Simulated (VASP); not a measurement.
Input of a VASP 6.6.1 run:

File INCAR:

```
SYSTEM = C
ALGO     = Normal         ! electronic algorithm
EDIFF    = 1E-6           ! SCF threshold, eV
ENCUT    = 520            ! plane-wave cutoff, eV
GGA      = PS             ! functional
ISIF     = 2              ! what is computed and relaxed
ISMEAR   = -1             ! smearing method
LASPH    = .TRUE.         ! aspherical terms in the spheres
LCHARG   = .TRUE.         ! write CHGCAR
LELF     = .TRUE.         ! ELF
LREAL    = .FALSE.        ! projectors in reciprocal space
LVHAR    = .TRUE.       
LWAVE    = .FALSE.        ! write WAVECAR
NBANDS   = 8              ! bands
NELM     = 60             ! most SCF steps
PREC     = Accurate       ! precision mode
SIGMA    = 0.1            ! smearing width, eV
```

File KPOINTS:

```
k-points
0
G
  20 20 20
  0 0 0
```

The input POSCAR:

```
C
1.0
    1.7068648241      0.0000000000      0.0000000000
    0.0000000000      1.7068648241      0.0000000000
    0.0000000000      0.0000000000      1.7068648241
C
1
Direct
    0.0000000000      0.0000000000      0.0000000000
```

Potentials or basis: VASP PAW PBE potentials, release 64 (C).

Launch:

```bash
$ cat potpaw_PBE.64/C/POTCAR > POTCAR
$ mpirun -np 1 vasp_std > vasp.out
```

Task: Estimate the pressure.

Result: 38.7 GPa.

Task: Predict the band gap on the k mesh.

Result: Zero (band 2 reaches 23.02 eV, above the bottom of band 3 at 10.72 eV).

Caveat: the PAW data sets were made with another functional, which shifts forces and pressure a little.
